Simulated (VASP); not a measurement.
# CdS (Fm-3m) in VASP: further runs

CdS is run at these levels: LDA, r2SCAN, PBE; tasks: relaxation of cell and atoms, single point.

All numbers are computed with VASP 6.6.1; they aren't measurements. Logs are shortened: lines on timing, memory, paths and dates and some standing lists are left out, and cuts for length are marked.

**1. The cell of the first run**

It takes space group Fm-3m (No. 225, cubic). The conventional cell has a = 5.495 Å, b = 5.495 Å, c = 5.495 Å, α = 90.00°, β = 90.00°, γ = 90.00°. Within 3.6 Å of Cd (site symmetry m-3m) lie 6 S at 2.75 Å. S (site symmetry m-3m) has 6 Cd at 2.75 Å within 3.6 Å.

**2. Relaxation of cell and atoms, LDA**

INCAR

```
SYSTEM = CdS
PREC = Accurate ; ENCUT = 600
EDIFF = 1E-6 ; ISMEAR = -1
SIGMA = 0.02 ; LREAL = .FALSE.
LASPH = .TRUE. ; NELM = 80
ALGO = Normal ; ISIF = 3
LWAVE = .FALSE. ; LCHARG = .FALSE.
IBRION = 2 ; NSW = 80
EDIFFG = -0.005
```

KPOINTS

```
regular mesh
0
G
  8 8 8
  0 0 0
```

POSCAR

```
CdS
1.0
    0.0000000000      2.7472987742      2.7472987742
    2.7472987742      0.0000000000      2.7472987742
    2.7472987742      2.7472987742      0.0000000000
Cd S
1 1
Direct
    0.0000000000      0.0000000000      0.0000000000
    0.5000000000      0.5000000000      0.5000000000
```

Potentials or basis: VASP PAW LDA potentials, release 64 (Cd, S).

The run is started by

```bash
$ cat potpaw_LDA.64/Cd/POTCAR potpaw_LDA.64/S/POTCAR > POTCAR
$ mpirun -np 1 vasp_std > vasp.out
```

OUTCAR:

```text
SYSTEM = CdS
   PREC = Accurate
   ENCUT = 600
   EDIFF = 1E-6
   ISMEAR = -1
   LREAL = .FALSE.
   LASPH = .TRUE.
   NELM = 80
   ISIF = 3
   IBRION = 2
   NSW = 80
   EDIFFG = -0.005

 ion  position               nearest neighbor table
   1  0.000  0.000  0.000-   2 2.75   2 2.75   2 2.75   2 2.75   2 2.75   2 2.75
   2  0.500  0.500  0.500-   1 2.75   1 2.75   1 2.75   1 2.75   1 2.75   1 2.75

  LATTYP: Found a face centered cubic cell.
 ALAT       =     5.4945975484

  Lattice vectors:

 A1 = (   0.0000000000,   2.7472987742,   2.7472987742)
 A2 = (   2.7472987742,   0.0000000000,   2.7472987742)
 A3 = (   2.7472987742,   2.7472987742,   0.0000000000)

Analysis of symmetry for initial positions (statically):
=====================================================================
 Subroutine PRICEL returns:
 Original cell was already a primitive cell.

 Routine SETGRP: Setting up the symmetry group for a
 face centered cubic supercell.

 Subroutine GETGRP returns: Found 48 space group operations
 (whereof 48 operations were pure point group operations)
 out of a pool of 48 trial point group operations.

The static configuration has the point symmetry O_h .

Analysis of symmetry for dynamics (positions and initial velocities):
=====================================================================
 Subroutine PRICEL returns:
 Original cell was already a primitive cell.

 Routine SETGRP: Setting up the symmetry group for a
 face centered cubic supercell.

 Subroutine GETGRP returns: Found 48 space group operations
 (whereof 48 operations were pure point group operations)
 out of a pool of 48 trial point group operations.

The dynamic configuration has the point symmetry O_h .

 Subroutine INISYM returns: Found 48 space group operations
 (whereof 48 operations are pure point group operations),
 and found     1 'primitive' translations

----------------------------------------------------------------------------------------

                                     Primitive cell

  volume of cell :      41.4713

  direct lattice vectors                    reciprocal lattice vectors
     0.000000000  2.747298774  2.747298774    -0.181996951  0.181996951  0.181996951
     2.747298774  0.000000000  2.747298774     0.181996951 -0.181996951  0.181996951
     2.747298774  2.747298774  0.000000000     0.181996951  0.181996951 -0.181996951

  length of vectors
     3.885267186  3.885267186  3.885267186     0.315227966  0.315227966  0.315227966

  position of ions in fractional coordinates (direct lattice)
     0.000000000  0.000000000  0.000000000
     0.500000000  0.500000000  0.500000000

  ion indices of the primitive-cell ions
   primitive index   ion index
                 1           1
                 2           2

----------------------------------------------------------------------------------------

 KPOINTS: regular mesh

Automatic generation of k-mesh.
 Grid dimensions read from file:
 generate k-points for:    8    8    8

 Generating k-lattice:

  Cartesian coordinates                     Fractional coordinates (reciprocal lattice)
    -0.022749619  0.022749619  0.022749619     0.125000000  0.000000000  0.000000000
     0.022749619 -0.022749619  0.022749619     0.000000000  0.125000000  0.000000000
     0.022749619  0.022749619 -0.022749619     0.000000000  0.000000000  0.125000000

  Length of vectors
     0.039403496  0.039403496  0.039403496

  Shift w.r.t. Gamma in fractional coordinates (k-lattice)
     0.000000000  0.000000000  0.000000000

 Subroutine IBZKPT returns following result:
 ===========================================

 Found     29 irreducible k-points:

 Following reciprocal coordinates:
            Coordinates               Weight
  0.000000  0.000000  0.000000      1.000000
  0.125000  0.000000  0.000000      8.000000
  0.250000  0.000000  0.000000      8.000000
  0.375000  0.000000  0.000000      8.000000
  0.500000  0.000000  0.000000      4.000000
  0.125000  0.125000  0.000000      6.000000
[... 16 lines left out ...]
  0.500000  0.250000  0.125000     48.000000
 -0.375000  0.250000  0.125000     24.000000
 [... further k-points ...]
   k-points           NKPTS =     29   k-points in BZ     NKDIM =     29   number of bands    NBANDS=     13
   number of dos      NEDOS =    301   number of ions     NIONS =      2
   total plane-waves  NPLWV =  32768
   dimension x,y,z NGX =    32 NGY =   32 NGZ =   32
   dimension x,y,z NGXF=    64 NGYF=   64 NGZF=   64
   ions per type =               1   1
   NGX,Y,Z   is equivalent  to a cutoff of  13.69, 13.69, 13.69 a.u.
   NGXF,Y,Z  is equivalent  to a cutoff of  27.38, 27.38, 27.38 a.u.
 SYSTEM =  CdS
   PREC   = accura    normal or accurate (medium, high low for compatibility)
   ISTART =      0    job   : 0-new  1-cont  2-samecut
   ICHARG =      2    charge: 1-file 2-atom 10-const
   ISPIN  =      1    spin polarized calculation?
   LNONCOLLINEAR =      F non collinear calculations
   LSORBIT =      F    spin-orbit coupling
   LASPH  =      T    aspherical Exc in radial PAW
   ENCUT  =  600.0 eV  44.10 Ry    6.64 a.u.   7.76  7.76  7.76*2*pi/ulx,y,z
   NELM   =     80;   NELMIN=  2; NELMDL= -5     # of ELM steps
   EDIFF  = 0.1E-05   stopping-criterion for ELM
   LREAL  =      F    real-space projection
   EDIFFG = -.5E-02   stopping-criterion for IOM
   NSW    =     80    number of steps for IOM
   IBRION =      2    ionic relax: 0-MD 1-quasi-New 2-CG
   NFREE  =      1    steps in history (QN), initial steepest desc. (CG)
   ISIF   =      3    stress and relaxation
   ISYM   =      2    0-nonsym 1-usesym 2-fastsym
   POTIM  = 0.5000    time-step for ionic-motion
   TEBEG  =    0.0;   TEEND  =   0.0 temperature during run
   PSTRESS=    0.0 pullay stress
   NELECT =      18.0000    total number of electrons
   NUPDOWN=      -1.0000    fix difference up-down
   EMIN   =  10.00;   EMAX   =-10.00  energy-range for DOS
   EFERMI =   0.00;   METHOD = LEGACY
   ISMEAR =    -1;   SIGMA  =   0.02  broadening in eV -4-tet -1-fermi 0-gaus
   EFERMI_NEDOS =   21; number of points for ismear=-14 and -15
   IALGO  =     38    algorithm
   IMIX   =      4    mixing-type and parameters
     AMIX     =   0.40;   BMIX     =  1.00
     AMIX_MAG =   1.60;   BMIX_MAG =  1.00
  volume/ion in A,a.u.               =      20.74       139.93
  Fermi-wavevector in a.u.,A,eV,Ry     =   1.239509  2.342333 20.903763  1.536383
  Thomas-Fermi vector in A             =   2.373989
   LORBIT       =      0    0 simple, 1 ext, 2 COOP (PROOUT), +10 PAW based schemes
   GGA     = CA    functional components
   LHFCALC =     F    Hartree Fock is set to
   AEXX    =    0.0000 exact exchange contribution
   IVDW    =     0    specifies the selected vdW correction
   LEPSILON=     F    determine dielectric tensor
   LRPA    =     F    only Hartree local field effects (RPA)
 conjugate gradient relaxation of ions
 non-spin polarized calculation
  energy-cutoff  :      600.00
  volume of cell :       41.47
 maximum number of plane-waves:      1411
   NGX = 15   NGY = 15   NGZ = 15

--------------------------------------- Ionic step        1  -------------------------------------------

 number of electron      17.9999999 magnetization

 Free energy of the ion-electron system (eV)
  ---------------------------------------------------
  ext. energy  EPLUGINS =         0.00000000
  ---------------------------------------------------
  free energy    TOTEN  =        -7.20360458 eV

  energy without entropy =       -7.20279362  energy(sigma->0) =       -7.20319910

------------------------ aborting loop because EDIFF is reached ----------------------------------------

  FORCE on cell =-STRESS in cart. coord.  units (eV):
  Direction    XX          YY          ZZ          XY          YZ          ZX
  --------------------------------------------------------------------------------------
  -------------------------------------------------------------------------------------
  Total       -1.5542854     -1.5542854     -1.5542854      0.0000000     -0.0000000      0.0000000
  in kB      -60.0473254    -60.0473254    -60.0473254      0.0000000     -0.0000000      0.0000000
  external PRESSURE =     -60.0473254 kB  Pullay stress =       0.0000000 kB
[... 165 lines left out ...]
  energy  without entropy=       -7.2661162649  energy(sigma->0) =       -7.26649180

--------------------------------------- Ionic step        6  -------------------------------------------

 number of electron      18.0000002 magnetization

 Free energy of the ion-electron system (eV)
  ---------------------------------------------------
  ext. energy  EPLUGINS =         0.00000000
  ---------------------------------------------------
  free energy    TOTEN  =        -7.26687702 eV

  energy without entropy =       -7.26612709  energy(sigma->0) =       -7.26650205

 E-fermi :   3.4713     XC(G=0): -11.0729

 val. band max:        3.4433940931   @ k =   0.5000   0.0000   0.0000
 cond. band min:       4.2634831932   @ k =   0.3750   0.3750   0.0000
 fundamental gap:      0.8200891000
 Fermi energy:         3.4713270067

 k-point     1 :       0.0000    0.0000    0.0000
  band No.  band energies     occupation
      1      -9.8447      2.00000
      2      -4.3855      2.00000
      3      -4.3855      2.00000
      4      -4.3803      2.00000
      5      -4.3803      2.00000
      6      -4.3803      2.00000
      7       2.5310      2.00000
      8       2.5310      2.00000
      9       2.5310      2.00000
     10       4.4354      0.00000
     11      12.6181      0.00000
     12      12.6181      0.00000
     13      12.6181      0.00000
[... 353 lines left out ...]
 k-point    24 :      -0.3750    0.2500    0.1250
  band No.  band energies     occupation
      1      -8.5552      2.00000
      2      -4.6767      2.00000
      3      -4.5370      2.00000
      4      -4.4621      2.00000
      5      -4.1114      2.00000
      6      -3.9999      2.00000
      7      -1.4567      2.00000
      8       1.3846      2.00000
      9       2.3348      2.00000
     10       7.3708      0.00000
     11       8.3720      0.00000
     12      10.7705      0.00000
     13      11.6082      0.00000

 [... further k-points ...]

------------------------ aborting loop because EDIFF is reached ----------------------------------------

  FORCE on cell =-STRESS in cart. coord.  units (eV):
  Direction    XX          YY          ZZ          XY          YZ          ZX
  --------------------------------------------------------------------------------------
  -------------------------------------------------------------------------------------
  Total        0.0026241      0.0026241      0.0026241      0.0000000     -0.0000000      0.0000000
  in kB        0.1096385      0.1096385      0.1096385      0.0000000     -0.0000000      0.0000000
  external PRESSURE =       0.1096385 kB  Pullay stress =       0.0000000 kB
[... 17 lines left out ...]
  FREE ENERGIE OF THE ION-ELECTRON SYSTEM (eV)
  ---------------------------------------------------
  free  energy   TOTEN  =        -7.2668770159 eV

  energy  without entropy=       -7.2661270866  energy(sigma->0) =       -7.26650205

 reached required accuracy - stopping structural energy minimisation
```

Run time: 36 s. Hardware: 1 thread of Intel Xeon Platinum 8375C at 2.90GHz (Ice Lake), shared host; peak memory 0.17 GiB.

What came out:

```yaml
Free_energy: -7.2669 eV
Relaxed_volume: 19.17 Å³/atom
Relaxed_cell: a = 3.785 Å, b = 3.785 Å, c = 3.785 Å, α = 60.00°, β = 60.00°, γ = 60.00°
Space_group_after_relaxing_to_0.05_Å: Fm-3m (No. 225)
Energy_gained_by_relaxing: 31.6 meV/atom
Ionic_steps: 6
Pressure_after_relaxing: 0.0 GPa
Band_gap_on_the_k_mesh: zero (band 9 reaches 3.44 eV, above the bottom of band 10 at 3.43 eV)
```

Step by step:
| step | energy change (eV) | largest force (eV/Å) | pressure (GPa) | volume (Å³) |
| --- | --- | --- | --- | --- |
| 1 | 0.0000 | 0.0000 | -6.00 | 41.47 |
| 2 | -0.0481 | 0.0000 | 3.68 | 36.98 |
| 3 | -0.0633 | 0.0000 | -0.04 | 38.35 |
| 4 | -0.0632 | 0.0000 | 0.16 | 38.29 |
| 5 | -0.0633 | 0.0000 | -0.10 | 38.38 |
| 6 | -0.0633 | 0.0000 | 0.01 | 38.35 |

Final structure:
```cif
data_structure
_symmetry_space_group_name_H-M 'P 1'
_symmetry_Int_Tables_number 1
_cell_length_a 3.7851
_cell_length_b 3.7851
_cell_length_c 3.7851
_cell_angle_alpha 60.000
_cell_angle_beta 60.000
_cell_angle_gamma 60.000
_cell_volume 38.35
loop_
_atom_site_label
_atom_site_type_symbol
_atom_site_fract_x
_atom_site_fract_y
_atom_site_fract_z
_atom_site_occupancy
Cd1 Cd 0.00000 0.00000 0.00000 1
S1 S 0.50000 0.50000 0.50000 1
```

Levels at points of the mesh, in eV from the Fermi level:
```csv
k point,band 6,band 7,band 8,band 9,band 10,band 11,band 12,band 13
"(0.00, 0.00, 0.00)",-7.85,-0.94,-0.94,-0.94,0.96,9.15,9.15,9.15
"(0.50, 0.00, 0.00)",-7.60,-5.29,-0.03,-0.03,3.22,5.64,5.64,7.15
"(0.50, 0.50, 0.00)",-6.68,-4.82,-2.50,-2.50,-0.04,5.80,10.05,11.48
```

**3. Relaxation of cell and atoms, r2SCAN**

POSCAR is that of step 2.

INCAR.step1

```
PREC = Accurate ; ENCUT = 600
ISMEAR = -1 ; SIGMA = 0.02
LREAL = F ; LASPH = T
NELM = 60 ; GGA = PE
ALGO = Normal ; EDIFF = 1E-4
LWAVE = T ; LCHARG = F
```

INCAR.step2

```
PREC = Accurate ; ENCUT = 600
EDIFF = 1E-6 ; ISMEAR = -1
SIGMA = 0.02 ; LREAL = F
LASPH = T ; NELM = 60
ALGO = Normal ; ISIF = 3
LWAVE = F ; LCHARG = F
METAGGA = R2SCAN ; LMIXTAU = T
IBRION = 2 ; NSW = 80
EDIFFG = -0.005 ; ISTART = 1
```

KPOINTS

```
regular mesh
0
Gamma
  8 8 8
```

Potentials or basis: VASP PAW PBE potentials, release 64 (Cd, S).

The run is started by

```bash
$ cat potpaw_PBE.64/Cd/POTCAR potpaw_PBE.64/S/POTCAR > POTCAR
$ cp INCAR.step1 INCAR
$ mpirun -np 1 vasp_std > vasp.out
$ cp INCAR.step2 INCAR
$ mpirun -np 1 vasp_std > vasp.out
```

Run time: 1.8 min. Hardware: 1 thread of Intel Xeon Platinum 8375C at 2.90GHz (Ice Lake), shared host; peak memory 0.2 GiB.

Results (log left out):

```yaml
Free_energy: -29.5253 eV
Relaxed_volume: 20.38 Å³/atom
Relaxed_cell: a = 3.863 Å, b = 3.863 Å, c = 3.863 Å, α = 60.00°, β = 60.00°, γ = 60.00°
Space_group_after_relaxing_to_0.05_Å: Fm-3m (No. 225)
Energy_gained_by_relaxing: 1.6 meV/atom
Ionic_steps: 3
Pressure_after_relaxing: 0.0 GPa
Band_gap_on_the_k_mesh: 0.73 eV, indirect (least direct gap 2.32 eV)
```

Step by step:
```csv
step,energy change (eV),largest force (eV/Å),pressure (GPa),volume (Å³)
1,0.0000,0.0000,-1.37,41.47
2,-0.0024,0.0000,0.73,40.42
3,-0.0031,0.0000,0.00,40.76
```

Final structure:
```
Cd S
1.0
     0.00000    2.73144    2.73144
     2.73144    0.00000    2.73144
     2.73144    2.73144    0.00000
Cd S
1 1
Direct
  0.00000 0.00000 0.00000
  0.50000 0.50000 0.50000
```

Levels at points of the mesh, in eV from the valence-band top:
| k point | band 6 | band 7 | band 8 | band 9 | band 10 | band 11 | band 12 | band 13 |
| --- | --- | --- | --- | --- | --- | --- | --- | --- |
| (0.00, 0.00, 0.00) | -7.85 | -0.75 | -0.75 | -0.75 | 1.56 | 9.73 | 9.73 | 9.73 |
| (0.50, 0.00, 0.00) | -7.64 | -4.89 | 0.00 | 0.00 | 4.06 | 6.46 | 6.46 | 7.55 |
| (0.50, 0.50, 0.00) | -6.86 | -4.32 | -2.18 | -2.18 | 0.73 | 6.43 | 10.75 | 12.24 |

Caveat: the PAW data sets were made with another functional, which shifts forces and pressure a little.

(Part 1 of 2 ends here.)
